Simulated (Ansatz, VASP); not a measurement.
**Two plane-wave programs on S**

INCAR

```
SYSTEM = S
PREC = Accurate
ENCUT = 500
EDIFF = 1E-6
ISMEAR = 0
SIGMA = 0.1
LREAL = .FALSE.
LASPH = .TRUE.
NELM = 120
ALGO = Normal
ISIF = 2
LWAVE = .FALSE.
LCHARG = .FALSE.
GGA = PS
NBANDS = 9
GGA_COMPAT = .FALSE.
```

The input KPOINTS:

```
Automatic mesh
0
G
  8 8 8
  0 0 0
```

POSCAR

```
S
1.0
   -1.8161791300      1.8161791300      1.8161791300
    1.8161791300     -1.8161791300      1.8161791300
    1.8161791300      1.8161791300     -1.8161791300
S
1
Direct
    0.0000000000      0.0000000000      0.0000000000
```

Input for Ansatz:

```yaml
crystal:
  lattice:
    - [-1.81617913, 1.81617913, 1.81617913]
    - [1.81617913, -1.81617913, 1.81617913]
    - [1.81617913, 1.81617913, -1.81617913]
  atoms:
    - { symbol: S, position: [0.0, 0.0, 0.0] }
basis:
  ecutwfc: 420
kpoints:
  mp_grid: { grid: [8, 8, 8] }
hamiltonian:
  xc: pbesol
scf:
  occupations: { method: gaussian, width: 0.1 }
output:
  forces: true
  stress: true
  eigenvalues: true
```

Alike in both runs: task single point; functional PBEsol; k mesh 8 × 8 × 8; occupations gaussian, width 0.1 eV; no spin polarisation.

|  | VASP | Ansatz |
| --- | --- | --- |
| version | VASP 6.6.1 | Ansatz 0.2.0 |
| potentials or method | VASP PAW PBE potentials, release 64 (S), cutoff 500 eV | scalar-relativistic, plane waves, PAW |
| valence electrons in the cell | 6 | 6 |

|  | VASP | Ansatz | Ansatz less VASP |
| --- | --- | --- | --- |
| gap on the k mesh at the Fermi level (eV) | none | none | - |
| pressure (GPa) | -16.8 | -16.8 | 0.00 |

VASP's potentials were made for PBE, not for PBEsol. A gap of «none» marks a metal or a gap that the smearing closes.
